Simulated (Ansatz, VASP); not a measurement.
**One calculation of MoS2, two programs**

```
Mo S
1.0
     3.12147    0.00000    0.00000
    -1.56074    2.70328    0.00000
     0.00000    0.00000   21.86870
Mo S
3 6
Direct
  0.00000 0.00000 0.00022
  0.66667 0.33333 0.33356
  0.33333 0.66667 0.66689
  0.33333 0.66667 0.26112
  0.66667 0.33333 0.07266
  0.00000 0.00000 0.59445
  0.33333 0.66667 0.40599
  0.66667 0.33333 0.92778
  0.00000 0.00000 0.73933
```

Change from the starting cell: equal strain along all axes, cell held, atoms relaxed: -2.0 %.

Alike in both runs: functional PBE; k mesh 12 × 12 × 2; occupations gaussian, width 0.02 eV; no spin polarisation.

Ansatz relaxed the structure, and its values are those at the end. VASP's run is a single point on that final structure, the one shown.

```csv
,VASP,Ansatz
version,VASP 6.6.1,Ansatz 0.2.0
potentials or method,"VASP PAW PBE potentials, release 64 (Mo_sv, S), cutoff 520 eV","scalar-relativistic, plane waves, PAW"
valence electrons in the cell,78,78
```

Ansatz gave:

| Quantity | Value |
| --- | --- |
| gap on the k mesh at the Fermi level (eV) | 1.67 |
| least direct gap on the mesh (eV) | 1.91 |
| pressure (GPa) | 3.3 |
| rms of the force components (eV/Å) | 0.000 |

Question: Which values does VASP return?

Answer: gap on the k mesh at the Fermi level (eV): 1.68; least direct gap on the mesh (eV): 1.91; pressure (GPa): 3.2; rms of the force components (eV/Å): 0.006.

Ansatz's warnings: stress scf threshold loose.
